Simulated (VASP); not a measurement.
# MoS2 (P-3m1) in VASP: further runs, part 2 of 2

VASP 6.6.1.

**4. Single point, r2SCAN**

Contents of POSCAR:

```
MoS2
1.0
    3.2274650000      0.0000000000      0.0000000000
   -1.6137325000      2.7950666798      0.0000000000
    0.0000000000      0.0000000000      6.3124730000
Mo S
1 2
Direct
    0.0000000000      0.0000000000      0.5000000000
    0.3333330000      0.6666670000      0.2553190000
    0.6666670000      0.3333330000      0.7446810000
```

Contents of INCAR.step1:

```
SYSTEM = MoS2
PREC = Accurate
ENCUT = 520
ISMEAR = 1
SIGMA = 0.1
LREAL = .False.
LASPH = .True.
NELM = 100
NBANDS = 20
GGA = PE
ALGO = Normal
EDIFF = 1E-4
LWAVE = .True.
LCHARG = .False.
```

Contents of INCAR.step2:

```
SYSTEM = MoS2
PREC = Accurate
ENCUT = 520
EDIFF = 1E-6
ISMEAR = 1
SIGMA = 0.1
LREAL = .False.
LASPH = .True.
NELM = 100
ALGO = Normal
ISIF = 2
LWAVE = .False.
LCHARG = .False.
METAGGA = R2SCAN
LMIXTAU = .True.
NBANDS = 20
ISTART = 1
```

Contents of KPOINTS:

```
Automatic mesh
0
Gamma
  6 6 3
  0 0 0
```

Potentials or basis: VASP PAW PBE potentials, release 64 (Mo_sv, S).

Run with:

```console
cat potpaw_PBE.64/Mo_sv/POTCAR potpaw_PBE.64/S/POTCAR > POTCAR
cp INCAR.step1 INCAR
mpirun -np 1 vasp_std > vasp.out
cp INCAR.step2 INCAR
mpirun -np 1 vasp_std > vasp.out
```

OUTCAR:

```text
SYSTEM = MoS2
   PREC = Accurate
   ENCUT = 520
   EDIFF = 1E-6
   ISMEAR = 1
   LREAL = .False.
   LASPH = .True.
   NELM = 100
   ISIF = 2
   METAGGA = R2SCAN
   ISTART = 1

 ion  position               nearest neighbor table
   1  0.000  0.000  0.500-   2 2.42   3 2.42   2 2.42   3 2.42   3 2.42   2 2.42
   2  0.333  0.667  0.255-   1 2.42   1 2.42   1 2.42
   3  0.667  0.333  0.745-   1 2.42   1 2.42   1 2.42

  LATTYP: Found a hexagonal cell.
 ALAT       =     3.2274650000
 C/A-ratio  =     1.9558610241

  Lattice vectors:

 A1 = (   3.2274650000,   0.0000000000,   0.0000000000)
 A2 = (  -1.6137325000,   2.7950666798,   0.0000000000)
 A3 = (   0.0000000000,   0.0000000000,   6.3124730000)

Analysis of symmetry for initial positions (statically):
=====================================================================
 Subroutine PRICEL returns:
 Original cell was already a primitive cell.

 Routine SETGRP: Setting up the symmetry group for a
 hexagonal supercell.

 Subroutine GETGRP returns: Found 12 space group operations
 (whereof 12 operations were pure point group operations)
 out of a pool of 24 trial point group operations.

The static configuration has the point symmetry D_3d.

Analysis of symmetry for dynamics (positions and initial velocities):
=====================================================================
 Subroutine PRICEL returns:
 Original cell was already a primitive cell.

 Routine SETGRP: Setting up the symmetry group for a
 hexagonal supercell.

 Subroutine GETGRP returns: Found 12 space group operations
 (whereof 12 operations were pure point group operations)
 out of a pool of 24 trial point group operations.

The dynamic configuration has the point symmetry D_3d.

[... 103 lines left out ...]
   NELECT =      26.0000    total number of electrons
   NUPDOWN=      -1.0000    fix difference up-down
   EMIN   =  10.00;   EMAX   =-10.00  energy-range for DOS
   EFERMI =   0.00;   METHOD = LEGACY
   ISMEAR =     1;   SIGMA  =   0.10  broadening in eV -4-tet -1-fermi 0-gaus
   EFERMI_NEDOS =   21; number of points for ismear=-14 and -15
   IALGO  =     38    algorithm
   IMIX   =      4    mixing-type and parameters
     AMIX     =   0.40;   BMIX     =  1.00
     AMIX_MAG =   1.60;   BMIX_MAG =  1.00
  volume/ion in A,a.u.               =      18.98       128.09
  Fermi-wavevector in a.u.,A,eV,Ry     =   1.260612  2.382212 21.621607  1.589143
  Thomas-Fermi vector in A             =   2.394113
   LORBIT       =      0    0 simple, 1 ext, 2 COOP (PROOUT), +10 PAW based schemes
   METAGGA = R2SCAN    functional components
   LHFCALC =     F    Hartree Fock is set to
   AEXX    =    0.0000 exact exchange contribution
   IVDW    =     0    specifies the selected vdW correction
   LEPSILON=     F    determine dielectric tensor
   LRPA    =     F    only Hartree local field effects (RPA)
 non-spin polarized calculation
 Methfessel and Paxton  Order N= 1 SIGMA  =   0.10
  energy-cutoff  :      520.00
  volume of cell :       56.94
 maximum number of plane-waves:      1557
   NGX = 13   NGY = 13   NGZ = 23

 number of electron      26.0000001 magnetization

 Free energy of the ion-electron system (eV)
  ---------------------------------------------------
  ext. energy  EPLUGINS =         0.00000000
  ---------------------------------------------------
  free energy    TOTEN  =       -44.19202054 eV

  energy without entropy =      -44.19305118  energy(sigma->0) =      -44.19236409

 E-fermi :   6.8881     XC(G=0): -11.0978

 val. band max:        6.6064719749   @ k =   0.0000   0.0000   0.3333
 cond. band min:       6.9652286451   @ k =   0.1667   0.1667   0.3333
 fundamental gap:      0.3587566701
 Fermi energy:         6.8881001403

 k-point     1 :       0.0000    0.0000    0.0000
  band No.  band energies     occupation
      1     -56.9892      2.00000
      2     -30.2792      2.00000
      3     -30.2628      2.00000
      4     -30.2628      2.00000
      5      -8.7242      2.00000
      6      -7.2149      2.00000
[... 380 lines left out ...]
     19      15.3222      0.00000
     20      15.3222      0.00000

------------------------ aborting loop because EDIFF is reached ----------------------------------------

  FORCE on cell =-STRESS in cart. coord.  units (eV):
  Direction    XX          YY          ZZ          XY          YZ          ZX
  --------------------------------------------------------------------------------------
  -------------------------------------------------------------------------------------
  Total       -0.0646037     -0.0646037      0.1500807      0.0000000      0.0000000      0.0000000
  in kB       -1.8176694     -1.8176694      4.2226214      0.0000000      0.0000000      0.0000000
  external PRESSURE =       0.1957609 kB  Pullay stress =       0.0000000 kB

 VOLUME and BASIS-vectors are now :
 -----------------------------------------------------------------------------
  energy-cutoff  :      520.00
  volume of cell :       56.94
      direct lattice vectors                 reciprocal lattice vectors
     3.227465000  0.000000000  0.000000000     0.309840695  0.178886609  0.000000000
    -1.613732500  2.795066680  0.000000000     0.000000000  0.357773218  0.000000000
     0.000000000  0.000000000  6.312473000     0.000000000  0.000000000  0.158416519

 POSITION                                       TOTAL-FORCE (eV/Angst)
 -----------------------------------------------------------------------------------
      0.00000      0.00000      3.15624         0.000000      0.000000      0.000000
     -0.00000      1.86338      1.61169        -0.000000      0.000000     -0.049050
      1.61373      0.93169      4.70078        -0.000000      0.000000      0.049050
 -----------------------------------------------------------------------------------
    total drift:                                0.000000      0.000000      0.000000

  FREE ENERGIE OF THE ION-ELECTRON SYSTEM (eV)
  ---------------------------------------------------
  free  energy   TOTEN  =       -44.1920205413 eV

  energy  without entropy=      -44.1930511806  energy(sigma->0) =      -44.19236409
```

Wall time 1.7 min (1 thread of Intel Xeon 8259CL, shared host); peak memory 0.17 GiB.

What came out:

| Property | Result |
| --- | --- |
| Free energy | -44.1920 eV |
| Pressure | 0.0 GPa |
| Largest force | 0.049 eV/Å |
| Band gap on the k mesh | zero (band 13 reaches 7.53 eV, above the bottom of band 14 at 6.37 eV) |

Forces in eV/Å, atoms in the order of the input:
```
Mo   0.000  0.000  0.000
S    0.000  0.000 -0.049
S    0.000  0.000  0.049
```

Levels at points of the mesh, in eV from the Fermi level:
| k point | band 10 | band 11 | band 12 | band 13 | band 14 | band 15 | band 16 | band 17 |
| --- | --- | --- | --- | --- | --- | --- | --- | --- |
| (0.00, 0.00, 0.00) | -2.07 | -1.13 | -1.06 | -1.06 | -0.47 | -0.47 | 3.29 | 3.29 |
| (0.50, 0.00, 0.00) | -4.41 | -3.46 | -1.98 | -1.84 | 0.91 | 1.75 | 3.73 | 3.99 |

Caveat: the k points lie up to 0.37 Å⁻¹ apart; the PAW data sets were made with another functional, which shifts forces and pressure a little.

**5. Single point, r2SCAN**

POSCAR is that of step 4.

Contents of INCAR.step1:

```
SYSTEM = MoS2
PREC = Accurate
ENCUT = 520
ISMEAR = 1
SIGMA = 0.05
LREAL = .FALSE.
LASPH = .TRUE.
NELM = 60
NBANDS = 20
GGA = PE
ALGO = Normal
EDIFF = 1E-4
LWAVE = .TRUE.
LCHARG = .FALSE.
```

Contents of INCAR.step2:

```
SYSTEM = MoS2
PREC = Accurate
ENCUT = 520
EDIFF = 1E-6
ISMEAR = 1
SIGMA = 0.05
LREAL = .FALSE.
LASPH = .TRUE.
NELM = 60
ALGO = Normal
ISIF = 2
LWAVE = .FALSE.
LCHARG = .FALSE.
METAGGA = R2SCAN
LMIXTAU = .TRUE.
NBANDS = 20
ISTART = 1
```

Contents of KPOINTS:

```
regular mesh
0
G
  6 6 3
  0 0 0
```

Potentials or basis: VASP PAW PBE potentials, release 64 (Mo_sv, S).

Run with:

```console
cat potpaw_PBE.64/Mo_sv/POTCAR potpaw_PBE.64/S/POTCAR > POTCAR
cp INCAR.step1 INCAR
mpirun -np 1 vasp_std > vasp.out
cp INCAR.step2 INCAR
mpirun -np 1 vasp_std > vasp.out
```

OUTCAR:

```text
SYSTEM = MoS2
   PREC = Accurate
   ENCUT = 520
   EDIFF = 1E-6
   ISMEAR = 1
   LREAL = .FALSE.
   LASPH = .TRUE.
   NELM = 60
   ISIF = 2
   METAGGA = R2SCAN
   ISTART = 1

 ion  position               nearest neighbor table
   1  0.000  0.000  0.500-   2 2.42   3 2.42   2 2.42   3 2.42   3 2.42   2 2.42
   2  0.333  0.667  0.255-   1 2.42   1 2.42   1 2.42
   3  0.667  0.333  0.745-   1 2.42   1 2.42   1 2.42

  LATTYP: Found a hexagonal cell.
 ALAT       =     3.2274650000
 C/A-ratio  =     1.9558610241

  Lattice vectors:

 A1 = (   3.2274650000,   0.0000000000,   0.0000000000)
 A2 = (  -1.6137325000,   2.7950666798,   0.0000000000)
 A3 = (   0.0000000000,   0.0000000000,   6.3124730000)

Analysis of symmetry for initial positions (statically):
=====================================================================
 Subroutine PRICEL returns:
 Original cell was already a primitive cell.

 Routine SETGRP: Setting up the symmetry group for a
 hexagonal supercell.

 Subroutine GETGRP returns: Found 12 space group operations
 (whereof 12 operations were pure point group operations)
 out of a pool of 24 trial point group operations.

The static configuration has the point symmetry D_3d.

Analysis of symmetry for dynamics (positions and initial velocities):
=====================================================================
 Subroutine PRICEL returns:
 Original cell was already a primitive cell.

 Routine SETGRP: Setting up the symmetry group for a
 hexagonal supercell.

 Subroutine GETGRP returns: Found 12 space group operations
 (whereof 12 operations were pure point group operations)
 out of a pool of 24 trial point group operations.

The dynamic configuration has the point symmetry D_3d.

 Subroutine INISYM returns: Found 12 space group operations
 (whereof 12 operations are pure point group operations),
 and found     1 'primitive' translations

----------------------------------------------------------------------------------------

                                     Primitive cell

  volume of cell :      56.9447

  direct lattice vectors                    reciprocal lattice vectors
     3.227465000  0.000000000  0.000000000     0.309840695  0.178886609  0.000000000
    -1.613732500  2.795066680  0.000000000     0.000000000  0.357773218  0.000000000
     0.000000000  0.000000000  6.312473000     0.000000000  0.000000000  0.158416519

  length of vectors
     3.227465000  3.227465000  6.312473000     0.357773218  0.357773218  0.158416519

  position of ions in fractional coordinates (direct lattice)
     0.000000000  0.000000000  0.500000000
     0.333333000  0.666667000  0.255319000
     0.666667000  0.333333000  0.744681000

  ion indices of the primitive-cell ions
   primitive index   ion index
                 1           1
                 2           2
                 3           3

----------------------------------------------------------------------------------------

 KPOINTS: regular mesh

Automatic generation of k-mesh.
 Grid dimensions read from file:
 generate k-points for:    6    6    3

 Generating k-lattice:

  Cartesian coordinates                     Fractional coordinates (reciprocal lattice)
     0.051640116  0.029814435  0.000000000     0.166666667  0.000000000  0.000000000
     0.000000000  0.059628870  0.000000000     0.000000000  0.166666667  0.000000000
     0.000000000  0.000000000  0.052805506     0.000000000  0.000000000  0.333333333

  Length of vectors
     0.059628870  0.059628870  0.052805506

  Shift w.r.t. Gamma in fractional coordinates (k-lattice)
     0.000000000  0.000000000  0.000000000

 Subroutine IBZKPT returns following result:
 ===========================================

 Found     17 irreducible k-points:

 Following reciprocal coordinates:
            Coordinates               Weight
  0.000000  0.000000  0.000000      1.000000
  0.166667 -0.000000  0.000000      6.000000
  0.333333  0.000000  0.000000      6.000000
  0.500000 -0.000000  0.000000      3.000000
  0.166667  0.166667  0.000000      6.000000
  0.333333  0.166667  0.000000     12.000000
[... 9 lines left out ...]
 -0.166667  0.500000  0.333333     12.000000
  0.333333  0.333333  0.333333      4.000000
   k-points           NKPTS =     17   k-points in BZ     NKDIM =     17   number of bands    NBANDS=     20
   number of dos      NEDOS =    301   number of ions     NIONS =      3
   total plane-waves  NPLWV =  27648
   dimension x,y,z NGX =    24 NGY =   24 NGZ =   48
   dimension x,y,z NGXF=    48 NGYF=   48 NGZF=   96
   ions per type =               1   2
   NGX,Y,Z   is equivalent  to a cutoff of  12.36, 12.36, 12.64 a.u.
   NGXF,Y,Z  is equivalent  to a cutoff of  24.72, 24.72, 25.28 a.u.
 SYSTEM =  MoS2
   PREC   = accura    normal or accurate (medium, high low for compatibility)
   ISTART =      1    job   : 0-new  1-cont  2-samecut
   ICHARG =      0    charge: 1-file 2-atom 10-const
   ISPIN  =      1    spin polarized calculation?
   LNONCOLLINEAR =      F non collinear calculations
   LSORBIT =      F    spin-orbit coupling
   LASPH  =      T    aspherical Exc in radial PAW
   ENCUT  =  520.0 eV  38.22 Ry    6.18 a.u.   6.00  6.00 11.74*2*pi/ulx,y,z
   NELM   =     60;   NELMIN=  2; NELMDL=  0     # of ELM steps
   EDIFF  = 0.1E-05   stopping-criterion for ELM
   LREAL  =      F    real-space projection
   EDIFFG = 0.1E-04   stopping-criterion for IOM
   NSW    =      0    number of steps for IOM
   IBRION =     -1    ionic relax: 0-MD 1-quasi-New 2-CG
   NFREE  =      0    steps in history (QN), initial steepest desc. (CG)
   ISIF   =      2    stress and relaxation
   ISYM   =      2    0-nonsym 1-usesym 2-fastsym
   POTIM  = 0.5000    time-step for ionic-motion
   TEBEG  =    0.0;   TEEND  =   0.0 temperature during run
   PSTRESS=    0.0 pullay stress
   NELECT =      26.0000    total number of electrons
   NUPDOWN=      -1.0000    fix difference up-down
   EMIN   =  10.00;   EMAX   =-10.00  energy-range for DOS
   EFERMI =   0.00;   METHOD = LEGACY
   ISMEAR =     1;   SIGMA  =   0.05  broadening in eV -4-tet -1-fermi 0-gaus
   EFERMI_NEDOS =   21; number of points for ismear=-14 and -15
   IALGO  =     38    algorithm
   IMIX   =      4    mixing-type and parameters
     AMIX     =   0.40;   BMIX     =  1.00
     AMIX_MAG =   1.60;   BMIX_MAG =  1.00
  volume/ion in A,a.u.               =      18.98       128.09
  Fermi-wavevector in a.u.,A,eV,Ry     =   1.260612  2.382212 21.621607  1.589143
  Thomas-Fermi vector in A             =   2.394113
   LORBIT       =      0    0 simple, 1 ext, 2 COOP (PROOUT), +10 PAW based schemes
   METAGGA = R2SCAN    functional components
   LHFCALC =     F    Hartree Fock is set to
   AEXX    =    0.0000 exact exchange contribution
   IVDW    =     0    specifies the selected vdW correction
   LEPSILON=     F    determine dielectric tensor
   LRPA    =     F    only Hartree local field effects (RPA)
 non-spin polarized calculation
 Methfessel and Paxton  Order N= 1 SIGMA  =   0.05
  energy-cutoff  :      520.00
  volume of cell :       56.94
 maximum number of plane-waves:      1557
   NGX = 13   NGY = 13   NGZ = 23

 number of electron      26.0000001 magnetization

 Free energy of the ion-electron system (eV)
  ---------------------------------------------------
  ext. energy  EPLUGINS =         0.00000000
  ---------------------------------------------------
  free energy    TOTEN  =       -44.19251098 eV

  energy without entropy =      -44.19294307  energy(sigma->0) =      -44.19265501

 E-fermi :   6.9247     XC(G=0): -11.0978

 val. band max:        6.6065538931   @ k =   0.0000   0.0000   0.3333
 cond. band min:       6.9651281650   @ k =   0.1667   0.1667   0.3333
 fundamental gap:      0.3585742719
 Fermi energy:         6.9247335023

 k-point     1 :       0.0000    0.0000    0.0000
  band No.  band energies     occupation
      1     -56.9891      2.00000
      2     -30.2788      2.00000
      3     -30.2630      2.00000
      4     -30.2630      2.00000
      5      -8.7242      2.00000
      6      -7.2149      2.00000
[... 12 lines left out ...]
     19      13.7141      0.00000
     20      16.9080      0.00000
[... 346 lines left out ...]
 k-point    17 :       0.3333    0.3333    0.3333
  band No.  band energies     occupation
      1     -56.9504      2.00000
      2     -30.5025      2.00000
      3     -30.5024      2.00000
      4     -30.1979      2.00000
      5      -6.5768      2.00000
      6      -6.5768      2.00000
[... 12 lines left out ...]
     19      15.3222      0.00000
     20      15.3222      0.00000

------------------------ aborting loop because EDIFF is reached ----------------------------------------

  FORCE on cell =-STRESS in cart. coord.  units (eV):
  Direction    XX          YY          ZZ          XY          YZ          ZX
  --------------------------------------------------------------------------------------
  -------------------------------------------------------------------------------------
  Total       -0.0660130     -0.0660130      0.1486345     -0.0000000      0.0000000      0.0000000
  in kB       -1.8573211     -1.8573211      4.1819314     -0.0000000      0.0000000      0.0000000
  external PRESSURE =       0.1557631 kB  Pullay stress =       0.0000000 kB

 VOLUME and BASIS-vectors are now :
 -----------------------------------------------------------------------------
  energy-cutoff  :      520.00
  volume of cell :       56.94
      direct lattice vectors                 reciprocal lattice vectors
     3.227465000  0.000000000  0.000000000     0.309840695  0.178886609  0.000000000
    -1.613732500  2.795066680  0.000000000     0.000000000  0.357773218  0.000000000
     0.000000000  0.000000000  6.312473000     0.000000000  0.000000000  0.158416519

 POSITION                                       TOTAL-FORCE (eV/Angst)
 -----------------------------------------------------------------------------------
      0.00000      0.00000      3.15624         0.000000      0.000000      0.000000
     -0.00000      1.86338      1.61169        -0.000000     -0.000000     -0.049038
      1.61373      0.93169      4.70078         0.000000      0.000000      0.049038
 -----------------------------------------------------------------------------------
    total drift:                                0.000000      0.000000      0.000000

  FREE ENERGIE OF THE ION-ELECTRON SYSTEM (eV)
  ---------------------------------------------------
  free  energy   TOTEN  =       -44.1925109790 eV

  energy  without entropy=      -44.1929430653  energy(sigma->0) =      -44.19265501
```

It took 100 s on 1 thread of Intel Xeon 8259CL, shared host; peak memory 0.18 GiB.

Results:

| Quantity | Value |
| --- | --- |
| Free energy | -44.1925 eV |
| Pressure | 0.0 GPa |
| Largest force | 0.049 eV/Å |
| Band gap on the k mesh | zero (band 13 reaches 7.53 eV, above the bottom of band 14 at 6.37 eV) |

Forces in eV/Å, atoms in the order of the input:
```
Mo   0.000  0.000  0.000
S    0.000  0.000 -0.049
S    0.000  0.000  0.049
```

Caveat: the k points lie up to 0.37 Å⁻¹ apart; the PAW data sets were made with another functional, which shifts forces and pressure a little.

**6. Summary**

| smearing | gap on the mesh (eV) | pressure (GPa) | largest force (eV/Å) |
| --- | --- | --- | --- |
| methfessel-paxton 0.3 eV | none | 0.0 | 0.03 |
| methfessel-paxton 0.2 eV | none | 0.0 | 0.05 |
| methfessel-paxton 0.1 eV | none | 0.0 | 0.05 |
| methfessel-paxton 0.05 eV | none | 0.0 | 0.05 |

Alike in all rows: task single point; level r2SCAN; potentials or basis VASP PAW PBE potentials, release 64 (Mo_sv, S); no spin polarisation; cell as given; k mesh 6 × 6 × 3; cutoff (eV) 520.

Caveats: all runs use coarse meshes; the PAW data sets were made with another functional, which shifts forces and pressure a little.

Absolute energies hang on the potentials; compare differences alone.
